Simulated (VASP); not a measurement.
# CoSi2 (Cm) in VASP: single point with PBE

Aim: the single point of CoSi2 with PBE.

Everything below comes from runs of VASP 6.6.1. Logs are shortened: lines on timing, memory, paths and dates and some standing lists are left out, and cuts for length are marked.

## 1. The cell of the first run

It takes space group Cm (No. 8, monoclinic). Conventional cell: a = 5.360 Å, b = 5.360 Å, c = 3.790 Å, α = 90.00°, β = 135.00°, γ = 90.00°. Within 2.9 Å of Co (site symmetry m) lie 8 Si at 2.21 to 2.44 Å. Si (site symmetry 1) has 4 Co at 2.21 to 2.44 Å and 6 Si at 2.52 to 2.84 Å within 2.9 Å.

## 2. Single point, PBE (atoms displaced along several vibrational modes)

Input file INCAR:

```
PREC = Accurate
ENCUT = 520
EDIFF = 1E-6
ISMEAR = 0
SIGMA = 0.15
LREAL = F
LASPH = T
NELM = 100
ALGO = Normal
ISIF = 2
LWAVE = F
LCHARG = F
GGA = PE
NBANDS = 16
```

Input file KPOINTS:

```
regular mesh
0
Gamma
  12 12 12
```

Input file POSCAR:

```
CoSi2
1.0
    0.0000000000      2.6801763726      2.6801763726
    2.6801763726      0.0000000000      2.6801763726
    2.6801763726      2.6801763726      0.0000000000
Co Si
1 2
Direct
   -0.0104017627      0.0104017627     -0.0104017627
    0.2762109616      0.2237890384      0.2456159602
    0.7456159602      0.7543840398      0.7762109616
```

Potentials or basis: VASP PAW PBE potentials, release 64 (Co, Si).

The run is started by

```console
$ cat potpaw_PBE.64/Co/POTCAR potpaw_PBE.64/Si/POTCAR > POTCAR
$ mpirun -np 1 vasp_std > vasp.out
```

OUTCAR:

```text
PREC = Accurate
   ENCUT = 520
   EDIFF = 1E-6
   ISMEAR = 0
   LREAL = F
   LASPH = T
   NELM = 100
   ISIF = 2
   GGA = PE

 ion  position               nearest neighbor table
   1  0.990  0.010  0.990-   3 2.21   2 2.21   2 2.31   3 2.31   2 2.34   3 2.34   3 2.44   2 2.44

   2  0.276  0.224  0.246-   1 2.21   1 2.31   1 2.34   1 2.44   3 2.52   3 2.69   3 2.69   3 2.69
                             3 2.69   3 2.84
   3  0.746  0.754  0.776-   1 2.21   1 2.31   1 2.34   1 2.44   2 2.52   2 2.69   2 2.69   2 2.69
                             2 2.69   2 2.84

  LATTYP: Found a face centered cubic cell.
 ALAT       =     5.3603527452

  Lattice vectors:

 A1 = (   0.0000000000,   2.6801763726,   2.6801763726)
 A2 = (   2.6801763726,   0.0000000000,   2.6801763726)
 A3 = (   2.6801763726,   2.6801763726,   0.0000000000)

Analysis of symmetry for initial positions (statically):
=====================================================================
 Subroutine PRICEL returns:
 Original cell was already a primitive cell.

 Routine SETGRP: Setting up the symmetry group for a
 face centered cubic supercell.

 Subroutine GETGRP returns: Found  2 space group operations
 (whereof  2 operations were pure point group operations)
 out of a pool of 48 trial point group operations.

The static configuration has the point symmetry C_1h.

Analysis of symmetry for dynamics (positions and initial velocities):
=====================================================================
 Subroutine PRICEL returns:
 Original cell was already a primitive cell.

 Routine SETGRP: Setting up the symmetry group for a
 face centered cubic supercell.

 Subroutine GETGRP returns: Found  2 space group operations
 (whereof  2 operations were pure point group operations)
 out of a pool of 48 trial point group operations.

The dynamic configuration has the point symmetry C_1h.

 Subroutine INISYM returns: Found  2 space group operations
 (whereof  2 operations are pure point group operations),
 and found     1 'primitive' translations

----------------------------------------------------------------------------------------

                                     Primitive cell

  volume of cell :      38.5053

  direct lattice vectors                    reciprocal lattice vectors
     0.000000000  2.680176373  2.680176373    -0.186554887  0.186554887  0.186554887
     2.680176373  0.000000000  2.680176373     0.186554887 -0.186554887  0.186554887
     2.680176373  2.680176373  0.000000000     0.186554887  0.186554887 -0.186554887

  length of vectors
     3.790341776  3.790341776  3.790341776     0.323122542  0.323122542  0.323122542

  position of ions in fractional coordinates (direct lattice)
     0.989598237  0.010401763  0.989598237
     0.276210962  0.223789038  0.245615960
     0.745615960  0.754384040  0.776210962

  ion indices of the primitive-cell ions
   primitive index   ion index
                 1           1
                 2           2
                 3           3

----------------------------------------------------------------------------------------

 KPOINTS: regular mesh

Automatic generation of k-mesh.
 Grid dimensions read from file:
 generate k-points for:   12   12   12

 Generating k-lattice:

  Cartesian coordinates                     Fractional coordinates (reciprocal lattice)
    -0.015546241  0.015546241  0.015546241     0.083333333  0.000000000  0.000000000
     0.015546241 -0.015546241  0.015546241     0.000000000  0.083333333  0.000000000
     0.015546241  0.015546241 -0.015546241     0.000000000  0.000000000  0.083333333

  Length of vectors
     0.026926879  0.026926879  0.026926879

  Shift w.r.t. Gamma in fractional coordinates (k-lattice)
     0.000000000  0.000000000  0.000000000

 Subroutine IBZKPT returns following result:
 ===========================================

 Found    476 irreducible k-points:

 Following reciprocal coordinates:
            Coordinates               Weight
  0.000000  0.000000  0.000000      1.000000
  0.083333  0.000000  0.000000      4.000000
  0.000000  0.083333  0.000000      4.000000
  0.166667  0.000000  0.000000      4.000000
  0.000000  0.166667  0.000000      4.000000
  0.250000  0.000000  0.000000      4.000000
[... 16 lines left out ...]
  0.250000  0.083333  0.000000      4.000000
  0.000000  0.250000  0.083333      4.000000
 [... further k-points ...]
   k-points           NKPTS =    476   k-points in BZ     NKDIM =    476   number of bands    NBANDS=     16
   number of dos      NEDOS =    301   number of ions     NIONS =      3
   total plane-waves  NPLWV =  21952
   dimension x,y,z NGX =    28 NGY =   28 NGZ =   28
   dimension x,y,z NGXF=    56 NGYF=   56 NGZF=   56
   ions per type =               1   2
   NGX,Y,Z   is equivalent  to a cutoff of  12.28, 12.28, 12.28 a.u.
   NGXF,Y,Z  is equivalent  to a cutoff of  24.56, 24.56, 24.56 a.u.
 SYSTEM =  unknown system
   PREC   = accura    normal or accurate (medium, high low for compatibility)
   ISTART =      0    job   : 0-new  1-cont  2-samecut
   ICHARG =      2    charge: 1-file 2-atom 10-const
   ISPIN  =      1    spin polarized calculation?
   LNONCOLLINEAR =      F non collinear calculations
   LSORBIT =      F    spin-orbit coupling
   LASPH  =      T    aspherical Exc in radial PAW
   ENCUT  =  520.0 eV  38.22 Ry    6.18 a.u.   7.05  7.05  7.05*2*pi/ulx,y,z
   NELM   =    100;   NELMIN=  2; NELMDL= -5     # of ELM steps
   EDIFF  = 0.1E-05   stopping-criterion for ELM
   LREAL  =      F    real-space projection
   EDIFFG = 0.1E-04   stopping-criterion for IOM
   NSW    =      0    number of steps for IOM
   IBRION =     -1    ionic relax: 0-MD 1-quasi-New 2-CG
   NFREE  =      0    steps in history (QN), initial steepest desc. (CG)
   ISIF   =      2    stress and relaxation
   ISYM   =      2    0-nonsym 1-usesym 2-fastsym
   POTIM  = 0.5000    time-step for ionic-motion
   TEBEG  =    0.0;   TEEND  =   0.0 temperature during run
   PSTRESS=    0.0 pullay stress
   NELECT =      17.0000    total number of electrons
   NUPDOWN=      -1.0000    fix difference up-down
   EMIN   =  10.00;   EMAX   =-10.00  energy-range for DOS
   EFERMI =   0.00;   METHOD = LEGACY
   ISMEAR =     0;   SIGMA  =   0.15  broadening in eV -4-tet -1-fermi 0-gaus
   EFERMI_NEDOS =   21; number of points for ismear=-14 and -15
   IALGO  =     38    algorithm
   IMIX   =      4    mixing-type and parameters
     AMIX     =   0.40;   BMIX     =  1.00
     AMIX_MAG =   1.60;   BMIX_MAG =  1.00
  volume/ion in A,a.u.               =      12.84        86.62
  Fermi-wavevector in a.u.,A,eV,Ry     =   1.246573  2.355682 21.142700  1.553945
  Thomas-Fermi vector in A             =   2.380744
   LORBIT       =      0    0 simple, 1 ext, 2 COOP (PROOUT), +10 PAW based schemes
   GGA     = PE    functional components
   LHFCALC =     F    Hartree Fock is set to
   AEXX    =    0.0000 exact exchange contribution
   IVDW    =     0    specifies the selected vdW correction
   LEPSILON=     F    determine dielectric tensor
   LRPA    =     F    only Hartree local field effects (RPA)
 non-spin polarized calculation
 Gauss-broadening in eV      SIGMA  =   0.15
  energy-cutoff  :      520.00
  volume of cell :       38.51
 maximum number of plane-waves:      1056
   NGX = 15   NGY = 15   NGZ = 15

 number of electron      17.0000000 magnetization

 Free energy of the ion-electron system (eV)
  ---------------------------------------------------
  ext. energy  EPLUGINS =         0.00000000
  ---------------------------------------------------
  free energy    TOTEN  =       -19.14848255 eV

  energy without entropy =      -19.13678799  energy(sigma->0) =      -19.14263527

 E-fermi :  10.0801     XC(G=0): -11.7292

 val. band max:       10.0789807145   @ k =   0.0833  -0.4167  -0.0833
 cond. band min:      10.0809214638   @ k =  -0.2500   0.2500   0.0833
 fundamental gap:      0.0019407493
 Fermi energy:        10.0801125272

 k-point     1 :       0.0000    0.0000    0.0000
  band No.  band energies     occupation
      1      -3.0669      2.00000
      2       5.9002      2.00000
      3       5.9265      2.00000
      4       6.0974      2.00000
      5       8.1305      2.00000
      6       8.1742      2.00000
[... 8 lines left out ...]
     15      15.8153      0.00000
     16      16.2227      0.00000

 k-point     2 :       0.0833    0.0000    0.0000
  band No.  band energies     occupation
      1      -2.9608      2.00000
      2       5.6538      2.00000
      3       5.9690      2.00000
      4       6.1350      2.00000
      5       8.0929      2.00000
      6       8.1344      2.00000
[... 8 lines left out ...]
     15      15.5515      0.00000
     16      16.0144      0.00000

 k-point     3 :       0.0000    0.0833    0.0000
  band No.  band energies     occupation
      1      -2.9631      2.00000
      2       5.7388      2.00000
      3       5.9419      2.00000
      4       6.0344      2.00000
      5       8.1036      2.00000
      6       8.1500      2.00000
[... 8 lines left out ...]
     15      15.6355      0.00000
     16      15.9476      0.00000

 k-point     4 :       0.1667    0.0000    0.0000
  band No.  band energies     occupation
      1      -2.6444      2.00000
      2       4.9772      2.00000
      3       6.1105      2.00000
      4       6.2339      2.00000
      5       8.0108      2.00000
      6       8.0389      2.00000
[... 8 lines left out ...]
     15      15.8375      0.00000
     16      16.3993      0.00000

 k-point     5 :       0.0000    0.1667    0.0000
  band No.  band energies     occupation
      1      -2.6539      2.00000
      2       5.0471      2.00000
      3       6.0445      2.00000
      4       6.0744      2.00000
      5       8.0439      2.00000
      6       8.1063      2.00000
[... 8 lines left out ...]
     15      15.9359      0.00000
     16      16.4440      0.00000

 k-point     6 :       0.2500    0.0000    0.0000
  band No.  band energies     occupation
      1      -2.1235      2.00000
      2       4.0110      2.00000
      3       6.3210      2.00000
      4       6.3583      2.00000
      5       7.9381      2.00000
      6       7.9737      2.00000
[... 8 lines left out ...]
     15      16.8113      0.00000
     16      17.5475      0.00000

 k-point     7 :       0.0000    0.2500    0.0000
  band No.  band energies     occupation
      1      -2.1470      2.00000
      2       4.0593      2.00000
      3       6.1330      2.00000
      4       6.1933      2.00000
      5       8.0067      2.00000
      6       8.1080      2.00000
[... 8 lines left out ...]
     15      16.8120      0.00000
     16      17.5863      0.00000

 k-point     8 :       0.3333    0.0000    0.0000
  band No.  band energies     occupation
      1      -1.4084      2.00000
      2       2.8733      2.00000
      3       6.4527      2.00000
      4       6.5485      2.00000
      5       7.9273      2.00000
      6       8.0532      2.00000
[... 8 lines left out ...]
     15      18.1180      0.00000
     16      18.7260      0.00000

 k-point     9 :       0.0000    0.3333    0.0000
  band No.  band energies     occupation
      1      -1.4584      2.00000
      2       2.9263      2.00000
      3       6.1766      2.00000
      4       6.3337      2.00000
      5       8.0597      2.00000
      6       8.2053      2.00000
[... 8 lines left out ...]
     15      18.0162      0.00000
     16      18.8111      0.00000
[... 172 lines left out ...]
 k-point    19 :       0.0833    0.0000    0.1667
  band No.  band energies     occupation
      1      -2.6871      2.00000
      2       5.2706      2.00000
      3       5.9726      2.00000
      4       6.0201      2.00000
      5       7.8802      2.00000
      6       8.2246      2.00000
[... 8 lines left out ...]
     15      16.2745      0.00000
     16      16.4227      0.00000

 k-point    20 :       0.0833    0.0833   -0.0833
  band No.  band energies     occupation
      1      -2.6869      2.00000
      2       5.2840      2.00000
      3       5.9752      2.00000
      4       6.0067      2.00000
      5       7.8713      2.00000
      6       8.2340      2.00000
[... 8 lines left out ...]
     15      16.2799      0.00000
     16      16.3983      0.00000

 k-point    21 :       0.1667    0.0833    0.1667
  band No.  band energies     occupation
      1      -2.6802      2.00000
      2       5.1919      2.00000
      3       6.0183      2.00000
      4       6.1717      2.00000
      5       7.8457      2.00000
      6       8.1838      2.00000
[... 8 lines left out ...]
     15      16.2239      0.00000
     16      16.4868      0.00000

 k-point    22 :       0.0833   -0.0833   -0.0833
  band No.  band energies     occupation
      1      -2.6821      2.00000
      2       5.1834      2.00000
      3       6.0264      2.00000
      4       6.1356      2.00000
      5       7.8772      2.00000
      6       8.1762      2.00000
[... 8 lines left out ...]
     15      16.2257      0.00000
     16      16.6732      0.00000

 k-point    23 :       0.2500    0.0833    0.0000
  band No.  band energies     occupation
      1      -2.2269      2.00000
      2       4.3643      2.00000
      3       6.1679      2.00000
      4       6.3335      2.00000
      5       7.6604      2.00000
      6       8.1693      2.00000
[... 8 lines left out ...]
     15      17.3262      0.00000
     16      17.7262      0.00000

 k-point    24 :       0.0000    0.2500    0.0833
  band No.  band energies     occupation
      1      -2.2420      2.00000
      2       4.3878      2.00000
      3       6.0616      2.00000
      4       6.1806      2.00000
      5       7.8053      2.00000
      6       8.1915      2.00000
[... 8 lines left out ...]
     15      17.3547      0.00000
     16      17.7774      0.00000

 [... further k-points ...]
[... 5 lines left out ...]
  --------------------------------------------------------------------------------------
  -------------------------------------------------------------------------------------
  Total        0.7254299      0.2492384      0.3986407      0.0000000      1.4710197      0.0000000
  in kB       30.1846322     10.3706357     16.5871640      0.0000000     61.2081077      0.0000000
  external PRESSURE =      19.0474773 kB  Pullay stress =       0.0000000 kB

 VOLUME and BASIS-vectors are now :
 -----------------------------------------------------------------------------
  energy-cutoff  :      520.00
  volume of cell :       38.51
      direct lattice vectors                 reciprocal lattice vectors
     0.000000000  2.680176373  2.680176373    -0.186554887  0.186554887  0.186554887
     2.680176373  0.000000000  2.680176373     0.186554887 -0.186554887  0.186554887
     2.680176373  2.680176373  0.000000000     0.186554887  0.186554887 -0.186554887

 POSITION                                       TOTAL-FORCE (eV/Angst)
 -----------------------------------------------------------------------------------
      2.68018      5.30460      2.68018         0.000000      1.350399      0.398645
      1.25809      1.39859      1.34009         0.954392     -0.675200     -0.199323
      4.10226      4.07876      4.02026        -0.954392     -0.675200     -0.199323
 -----------------------------------------------------------------------------------
    total drift:                               -0.000000     -0.000131     -0.000027

  FREE ENERGIE OF THE ION-ELECTRON SYSTEM (eV)
  ---------------------------------------------------
  free  energy   TOTEN  =       -19.1484825495 eV

  energy  without entropy=      -19.1367879931  energy(sigma->0) =      -19.14263527
```

Wall time 2.5 min (1 thread of Intel Xeon Platinum 8488C (Sapphire Rapids), shared host); peak memory 0.39 GiB.

What came out:

```yaml
Free_energy: -19.1485 eV
Pressure: 1.9 GPa
Largest_force: 1.408 eV/Å
Band_gap_on_the_k_mesh: zero (an odd number of electrons rules out a gap without spin polarisation)
```

Forces in eV/Å, atoms in the order of the input:
```
Co   0.000  1.350  0.399
Si   0.954 -0.675 -0.199
Si  -0.954 -0.675 -0.199
```

Caveat: the cell differs from its parent crystal (atoms displaced along several vibrational modes); an odd number of electrons without spin polarisation forces a metal; a magnetic or distorted state may lie lower.
